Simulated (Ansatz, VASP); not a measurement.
## Zr in VASP and in Ansatz

```
Zr
1.0
     0.00000    2.25500    2.25500
     2.25500    0.00000    2.25500
     2.25500    2.25500    0.00000
Zr
1
Direct
  0.00000 0.00000 0.00000
```

Alike in both runs: functional HSE06; k mesh 7 × 7 × 7; occupations gaussian, width 0.1 eV; non-collinear spin, spin-orbit coupling.

|  | VASP | Ansatz |
| --- | --- | --- |
| version | VASP 6.6.1 | Ansatz 0.2.0 |
| potentials or method | VASP PAW PBE potentials, release 64 (Zr_sv) | Ansatz PAW |
| plane-wave cutoff (eV) | 400 | 420 |
| valence electrons in the cell | 12 | 12 |
| task | single point | projected density of states |

```csv
,VASP,Ansatz,Ansatz less VASP
pressure (GPa),1.8,2.0,+0.15
net moment per atom (μB),0.00,0.00,0.000
```
